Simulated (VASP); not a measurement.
# AlN (I-4m2) in VASP: notebook

The runs below take AlN through single point, with PBE, r2SCAN.

All numbers are computed with VASP 6.6.1; they aren't measurements. Logs are shortened: lines on timing, memory, paths and dates and some standing lists are left out, and cuts for length are marked.

## Step 1: The cell of the first run

The structure is tetragonal, space group I-4m2 (No. 119). Conventional cell: a = 3.090 Å, b = 3.090 Å, c = 4.200 Å, α = 90.00°, β = 90.00°, γ = 90.00°. Within 2.5 Å of Al (site symmetry -4m2) lie 4 N at 1.87 Å. N (site symmetry -4m2) has 4 Al at 1.87 Å within 2.5 Å.

## Step 2: Single point, PBE (uniaxial x strain -3.9%)

File INCAR:

```
SYSTEM = AlN
ALGO     = Normal         ! electronic algorithm
EDIFF    = 1E-7           ! SCF threshold, eV
ENCUT    = 520            ! plane-wave cutoff, eV
GGA      = PE             ! functional
ISIF     = 2              ! what is computed and relaxed
ISMEAR   = -1             ! smearing method
LASPH    = .TRUE.         ! aspherical terms in the spheres
LCHARG   = .TRUE.         ! write CHGCAR
LELF     = .TRUE.         ! ELF
LREAL    = .FALSE.        ! projectors in reciprocal space
LVHAR    = .TRUE.       
LWAVE    = .FALSE.        ! write WAVECAR
NBANDS   = 11             ! bands
NELM     = 100            ! most SCF steps
PREC     = Accurate       ! precision mode
SIGMA    = 0.02           ! smearing width, eV
```

File KPOINTS:

```
k-points
0
G
  10 10 10
  0 0 0
```

File POSCAR:

```
AlN
1.0
    0.0000000000      2.1848764830      2.1848764830
    2.1001032754      0.0000000000      2.1848764830
    2.1001032754      2.1848764830      0.0000000000
Al N
1 1
Direct
    0.0000000000      0.0000000000      0.0000000000
    0.7500000000      0.7500000000      0.7500000000
```

Potentials or basis: VASP PAW PBE potentials, release 64 (Al, N).

Launch:

```
$ cat potpaw_PBE.64/Al/POTCAR potpaw_PBE.64/N/POTCAR > POTCAR
$ mpirun -np 1 vasp_std > vasp.out
```

OUTCAR:

```text
SYSTEM = AlN
   EDIFF = 1E-7
   ENCUT = 520
   GGA = PE
   ISIF = 2
   ISMEAR = -1
   LASPH = .TRUE.
   LREAL = .FALSE.
   NELM = 100
   PREC = Accurate

 ion  position               nearest neighbor table
   1  0.000  0.000  0.000-   2 1.87   2 1.87   2 1.87   2 1.87
   2  0.750  0.750  0.750-   1 1.87   1 1.87   1 1.87   1 1.87

  LATTYP: Found a body centered tetragonal cell.
 ALAT       =     3.0898819544
 C/A-ratio  =     1.3593420761

  Lattice vectors:

 A1 = (  -2.1001032754,   0.0000000000,  -2.1848764830)
 A2 = (  -2.1001032754,   0.0000000000,   2.1848764830)
 A3 = (   2.1001032754,   2.1848764830,   0.0000000000)

Analysis of symmetry for initial positions (statically):
=====================================================================
 Subroutine PRICEL returns:
 Original cell was already a primitive cell.

 Routine SETGRP: Setting up the symmetry group for a
 body centered tetragonal supercell.

 Subroutine GETGRP returns: Found  8 space group operations
 (whereof  8 operations were pure point group operations)
 out of a pool of 16 trial point group operations.

The static configuration has the point symmetry D_2d.

Analysis of symmetry for dynamics (positions and initial velocities):
=====================================================================
 Subroutine PRICEL returns:
 Original cell was already a primitive cell.

 Routine SETGRP: Setting up the symmetry group for a
 body centered tetragonal supercell.

 Subroutine GETGRP returns: Found  8 space group operations
 (whereof  8 operations were pure point group operations)
 out of a pool of 16 trial point group operations.

The dynamic configuration has the point symmetry D_2d.

 Subroutine INISYM returns: Found  8 space group operations
 (whereof  8 operations are pure point group operations),
 and found     1 'primitive' translations

----------------------------------------------------------------------------------------

                                     Primitive cell

  volume of cell :      20.0505

  direct lattice vectors                    reciprocal lattice vectors
     0.000000000  2.184876483  2.184876483    -0.238083529  0.228845888  0.228845888
     2.100103275  0.000000000  2.184876483     0.238083529 -0.228845888  0.228845888
     2.100103275  2.184876483  0.000000000     0.238083529  0.228845888 -0.228845888

  length of vectors
     3.089881954  3.030531144  3.030531144     0.401776864  0.401776864  0.401776864

  position of ions in fractional coordinates (direct lattice)
     0.000000000  0.000000000  0.000000000
     0.750000000  0.750000000  0.750000000

  ion indices of the primitive-cell ions
   primitive index   ion index
                 1           1
                 2           2

----------------------------------------------------------------------------------------

 KPOINTS: k-points

Automatic generation of k-mesh.
 Grid dimensions read from file:
 generate k-points for:   10   10   10

 Generating k-lattice:

  Cartesian coordinates                     Fractional coordinates (reciprocal lattice)
    -0.023808353  0.022884589  0.022884589     0.100000000  0.000000000  0.000000000
     0.023808353 -0.022884589  0.022884589     0.000000000  0.100000000  0.000000000
     0.023808353  0.022884589 -0.022884589     0.000000000  0.000000000  0.100000000

  Length of vectors
     0.040177686  0.040177686  0.040177686

  Shift w.r.t. Gamma in fractional coordinates (k-lattice)
     0.000000000  0.000000000  0.000000000

 Subroutine IBZKPT returns following result:
 ===========================================

 Found    102 irreducible k-points:

 Following reciprocal coordinates:
            Coordinates               Weight
  0.000000  0.000000  0.000000      1.000000
  0.100000  0.000000  0.000000      8.000000
  0.200000  0.000000  0.000000      8.000000
  0.300000 -0.000000 -0.000000      8.000000
  0.400000 -0.000000 -0.000000      8.000000
  0.500000 -0.000000 -0.000000      4.000000
[... 16 lines left out ...]
  0.300000  0.300000  0.000000      4.000000
  0.400000  0.300000 -0.000000     16.000000
 [... further k-points ...]
   k-points           NKPTS =    102   k-points in BZ     NKDIM =    102   number of bands    NBANDS=     11
   number of dos      NEDOS =    301   number of ions     NIONS =      2
   total plane-waves  NPLWV =  13824
   dimension x,y,z NGX =    24 NGY =   24 NGZ =   24
   dimension x,y,z NGXF=    48 NGYF=   48 NGZF=   48
   ions per type =               1   1
   NGX,Y,Z   is equivalent  to a cutoff of  12.91, 13.17, 13.17 a.u.
   NGXF,Y,Z  is equivalent  to a cutoff of  25.83, 26.33, 26.33 a.u.
 SYSTEM =  AlN
   PREC   = accura    normal or accurate (medium, high low for compatibility)
   ISTART =      0    job   : 0-new  1-cont  2-samecut
   ICHARG =      2    charge: 1-file 2-atom 10-const
   ISPIN  =      1    spin polarized calculation?
   LNONCOLLINEAR =      F non collinear calculations
   LSORBIT =      F    spin-orbit coupling
   LASPH  =      T    aspherical Exc in radial PAW
   ENCUT  =  520.0 eV  38.22 Ry    6.18 a.u.   5.75  5.63  5.63*2*pi/ulx,y,z
   NELM   =    100;   NELMIN=  2; NELMDL= -5     # of ELM steps
   EDIFF  = 0.1E-06   stopping-criterion for ELM
   LREAL  =      F    real-space projection
   EDIFFG = 0.1E-05   stopping-criterion for IOM
   NSW    =      0    number of steps for IOM
   IBRION =     -1    ionic relax: 0-MD 1-quasi-New 2-CG
   NFREE  =      0    steps in history (QN), initial steepest desc. (CG)
   ISIF   =      2    stress and relaxation
   ISYM   =      2    0-nonsym 1-usesym 2-fastsym
   POTIM  = 0.5000    time-step for ionic-motion
   TEBEG  =    0.0;   TEEND  =   0.0 temperature during run
   PSTRESS=    0.0 pullay stress
   NELECT =       8.0000    total number of electrons
   NUPDOWN=      -1.0000    fix difference up-down
   EMIN   =  10.00;   EMAX   =-10.00  energy-range for DOS
   EFERMI =   0.00;   METHOD = LEGACY
   ISMEAR =    -1;   SIGMA  =   0.02  broadening in eV -4-tet -1-fermi 0-gaus
   EFERMI_NEDOS =   21; number of points for ismear=-14 and -15
   IALGO  =     38    algorithm
   IMIX   =      4    mixing-type and parameters
     AMIX     =   0.40;   BMIX     =  1.00
     AMIX_MAG =   1.60;   BMIX_MAG =  1.00
  volume/ion in A,a.u.               =      10.03        67.65
  Fermi-wavevector in a.u.,A,eV,Ry     =   1.205212  2.277520 19.762943  1.452535
  Thomas-Fermi vector in A             =   2.340915
   LORBIT       =      0    0 simple, 1 ext, 2 COOP (PROOUT), +10 PAW based schemes
   GGA     = PE    functional components
   LHFCALC =     F    Hartree Fock is set to
   AEXX    =    0.0000 exact exchange contribution
   IVDW    =     0    specifies the selected vdW correction
   LEPSILON=     F    determine dielectric tensor
   LRPA    =     F    only Hartree local field effects (RPA)
 non-spin polarized calculation
  energy-cutoff  :      520.00
  volume of cell :       20.05
 maximum number of plane-waves:       550
   NGX = 11   NGY = 11   NGZ = 11

 number of electron       7.9999999 magnetization

 Free energy of the ion-electron system (eV)
  ---------------------------------------------------
  ext. energy  EPLUGINS =         0.00000000
  ---------------------------------------------------
  free energy    TOTEN  =       -14.78930465 eV

  energy without entropy =      -14.78930465  energy(sigma->0) =      -14.78930465

 E-fermi :   6.8394     XC(G=0): -11.1036

 val. band max:        6.4475038001   @ k =   0.0000   0.0000   0.0000
 cond. band min:       9.5679260446   @ k =   0.0000   0.5000   0.5000
 fundamental gap:      3.1204222445
 Fermi energy:         6.8393816275

 k-point     1 :       0.0000    0.0000    0.0000
  band No.  band energies     occupation
      1      -8.8656      2.00000
      2       6.2935      2.00000
      3       6.2935      2.00000
      4       6.4475      2.00000
      5      10.8769      0.00000
      6      19.2641      0.00000
      7      19.3065      0.00000
      8      19.3065      0.00000
      9      23.6856      0.00000
     10      24.8573      0.00000
     11      25.3236      0.00000

 k-point     2 :       0.1000    0.0000    0.0000
  band No.  band energies     occupation
      1      -8.7123      2.00000
      2       5.5285      2.00000
      3       6.2290      2.00000
      4       6.3588      2.00000
      5      11.5286      0.00000
      6      18.8663      0.00000
      7      19.3991      0.00000
      8      19.4711      0.00000
      9      22.5710      0.00000
     10      23.3421      0.00000
     11      25.2461      0.00000

 k-point     3 :       0.2000    0.0000    0.0000
  band No.  band energies     occupation
      1      -8.2752      2.00000
      2       3.8951      2.00000
      3       6.0683      2.00000
      4       6.2543      2.00000
      5      12.6513      0.00000
      6      18.0096      0.00000
      7      19.0766      0.00000
      8      19.5856      0.00000
      9      22.3835      0.00000
     10      22.6177      0.00000
     11      24.3496      0.00000

 k-point     4 :       0.3000   -0.0000   -0.0000
  band No.  band energies     occupation
      1      -7.6371      2.00000
      2       2.1975      2.00000
      3       5.8840      2.00000
      4       6.1384      2.00000
      5      13.4872      0.00000
      6      17.2020      0.00000
      7      18.2343      0.00000
      8      19.0506      0.00000
      9      23.4126      0.00000
     10      23.7388      0.00000
     11      24.2834      0.00000

 k-point     5 :       0.4000   -0.0000   -0.0000
  band No.  band energies     occupation
      1      -6.9934      2.00000
      2       0.8600      2.00000
      3       5.7450      2.00000
      4       6.0515      2.00000
      5      13.8980      0.00000
      6      16.6652      0.00000
      7      17.5879      0.00000
      8      18.4395      0.00000
      9      24.3683      0.00000
     10      25.5982      0.00000
     11      25.7347      0.00000
[... 211 lines left out ...]
 k-point    21 :      -0.3000    0.2000    0.0000
  band No.  band energies     occupation
      1      -6.8208      2.00000
      2       1.5926      2.00000
      3       4.0141      2.00000
      4       5.9025      2.00000
      5      14.4812      0.00000
      6      15.7736      0.00000
      7      18.3053      0.00000
      8      19.1878      0.00000
      9      23.1165      0.00000
     10      25.7659      0.00000
     11      27.8962      0.00000

 k-point    22 :      -0.2000    0.2000    0.0000
  band No.  band energies     occupation
      1      -7.4139      2.00000
      2       2.4688      2.00000
      3       4.5466      2.00000
      4       6.1571      2.00000
      5      14.2075      0.00000
      6      16.6613      0.00000
      7      17.9030      0.00000
      8      19.4239      0.00000
      9      21.6693      0.00000
     10      25.4018      0.00000
     11      27.6867      0.00000

 k-point    23 :       0.3000    0.3000    0.0000
  band No.  band energies     occupation
      1      -7.2810      2.00000
      2       2.7126      2.00000
      3       5.1449      2.00000
      4       5.1862      2.00000
      5      11.7561      0.00000
      6      16.4692      0.00000
      7      18.3914      0.00000
      8      20.8933      0.00000
      9      21.8732      0.00000
     10      27.1887      0.00000
     11      30.5329      0.00000

 k-point    24 :       0.4000    0.3000   -0.0000
  band No.  band energies     occupation
      1      -6.7953      2.00000
      2       2.0504      2.00000
      3       4.6581      2.00000
      4       5.0102      2.00000
      5      11.3576      0.00000
      6      16.3045      0.00000
      7      18.8328      0.00000
      8      21.1790      0.00000
      9      22.2971      0.00000
     10      28.1110      0.00000
     11      30.6060      0.00000

 [... further k-points ...]
[... 5 lines left out ...]
  --------------------------------------------------------------------------------------
  -------------------------------------------------------------------------------------
  Total        2.0077855      1.4709840      1.4709840     -0.0000000      0.0000000     -0.0000000
  in kB      160.4366056    117.5422742    117.5422742     -0.0000000      0.0000000     -0.0000000
  external PRESSURE =     131.8403847 kB  Pullay stress =       0.0000000 kB

 VOLUME and BASIS-vectors are now :
 -----------------------------------------------------------------------------
  energy-cutoff  :      520.00
  volume of cell :       20.05
      direct lattice vectors                 reciprocal lattice vectors
     0.000000000  2.184876483  2.184876483    -0.238083529  0.228845888  0.228845888
     2.100103275  0.000000000  2.184876483     0.238083529 -0.228845888  0.228845888
     2.100103275  2.184876483  0.000000000     0.238083529  0.228845888 -0.228845888

 POSITION                                       TOTAL-FORCE (eV/Angst)
 -----------------------------------------------------------------------------------
      0.00000      0.00000      0.00000         0.000000      0.000000      0.000000
      3.15015      3.27731      3.27731        -0.000000     -0.000000     -0.000000
 -----------------------------------------------------------------------------------
    total drift:                                0.000000     -0.000000     -0.000000

  FREE ENERGIE OF THE ION-ELECTRON SYSTEM (eV)
  ---------------------------------------------------
  free  energy   TOTEN  =       -14.7893046472 eV

  energy  without entropy=      -14.7893046472  energy(sigma->0) =      -14.78930465
```

It took 15 s on 1 thread of Intel Xeon 8259CL, shared host; peak memory 0.15 GiB.

What came out:

```yaml
Free_energy: -14.7893 eV
Pressure: 13.2 GPa
Band_gap_on_the_k_mesh: 3.12 eV, indirect (least direct gap 4.43 eV)
```

Stress tensor (GPa, compression positive):
```
16.04  0.00  0.00
 0.00 11.75  0.00
 0.00  0.00 11.75
```

Caveat: the cell differs from its parent crystal (uniaxial x strain -3.9%).

## Step 3: Single point, r2SCAN (uniaxial x strain -3.9%)

POSCAR is that of step 2.

File INCAR.step1:

```
SYSTEM = AlN
PREC = Accurate
ENCUT = 520
ISMEAR = 0
SIGMA = 0.01
LREAL = .FALSE.
LASPH = .TRUE.
NELM = 80
NBANDS = 11
GGA = PE
ALGO = Normal
EDIFF = 1E-4
LWAVE = .TRUE.
LCHARG = .FALSE.
```

File INCAR.step2:

```
SYSTEM = AlN
PREC = Accurate
ENCUT = 520
EDIFF = 1E-6
ISMEAR = 0
SIGMA = 0.01
LREAL = .FALSE.
LASPH = .TRUE.
NELM = 80
ALGO = Normal
ISIF = 2
LWAVE = .FALSE.
LCHARG = .FALSE.
METAGGA = R2SCAN
LMIXTAU = .TRUE.
NBANDS = 11
ISTART = 1
```

File KPOINTS:

```
regular mesh
0
G
  10 10 10
  0 0 0
```

Potentials or basis: VASP PAW PBE potentials, release 64 (Al, N).

Launch:

```
$ cat potpaw_PBE.64/Al/POTCAR potpaw_PBE.64/N/POTCAR > POTCAR
$ cp INCAR.step1 INCAR
$ mpirun -np 1 vasp_std > vasp.out
$ cp INCAR.step2 INCAR
$ mpirun -np 1 vasp_std > vasp.out
```

It took 64 s on 1 thread of Intel Xeon 8259CL, shared host; peak memory 0.15 GiB.

The run converged. Its results:

| Quantity | Value |
| --- | --- |
| Free energy | -19.1501 eV |
| Pressure | 8.5 GPa |
| Band gap on the k mesh | 3.74 eV, indirect (least direct gap 5.14 eV) |

Stress tensor (GPa, compression positive):
```
11.73  0.00  0.00
 0.00  6.84  0.00
 0.00  0.00  6.84
```

Levels at points of the mesh, in eV from the valence-band top:
```csv
k point,band 2,band 3,band 4,band 5,band 6,band 7
"(0.00, 0.00, 0.00)",-0.16,-0.16,0.00,5.14,13.78,13.84
"(0.50, 0.00, 0.00)",-6.17,-0.77,-0.43,8.41,11.01,11.71
"(0.50, 0.50, 0.00)",-5.31,-1.84,-1.83,3.93,9.82,15.39
"(0.00, 0.50, 0.50)",-4.92,-2.18,-2.18,3.74,9.20,16.16
```

Caveat: the cell differs from its parent crystal (uniaxial x strain -3.9%); the PAW data sets were made with another functional, which shifts forces and pressure a little. A k mesh can miss the band edges.
